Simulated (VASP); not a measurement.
Sc:

```
CELL_PARAMETERS angstrom
0.00000 2.32000 2.32000
2.32000 0.00000 2.32000
2.32000 2.32000 0.00000
ATOMIC_POSITIONS crystal
Sc 0.00000 0.00000 0.00000
```

This isn't the form of Sc at room conditions, which is hcp.

```yaml
Program: VASP 6.6.1
Task: relaxation of cell and atoms
Functional: LDA
Potentials_or_basis: VASP PAW LDA potentials, release 64 (Sc_sv)
Cutoff: 500 eV
k_mesh: 17 × 17 × 17
Occupations: fermi-dirac, width 0.05 eV
Spin: no spin polarisation
```

At the start: pressure -5.3 GPa; volume 24.97 Å³/atom.

Problem. How do energy, volume and symmetry change on relaxing?

Solution. Over 3 steps the energy falls by 46.0 meV/atom and the volume is 22.40 Å³/atom (-10.3 %); space group Fm-3m (No. 225, to 0.1 Å) before and after.

Step by step:
| step | energy change (eV) | largest force (eV/Å) | pressure (GPa) | volume (Å³) |
| --- | --- | --- | --- | --- |
| 1 | 0.0000 | 0.0000 | -5.33 | 24.97 |
| 2 | -0.0452 | 0.0000 | 0.87 | 22.09 |
| 3 | -0.0460 | 0.0000 | 0.01 | 22.40 |

Final structure:
```
CELL_PARAMETERS angstrom
0.00000 2.23754 2.23754
2.23754 0.00000 2.23754
2.23754 2.23754 0.00000
ATOMIC_POSITIONS crystal
Sc 0.00000 0.00000 0.00000
```
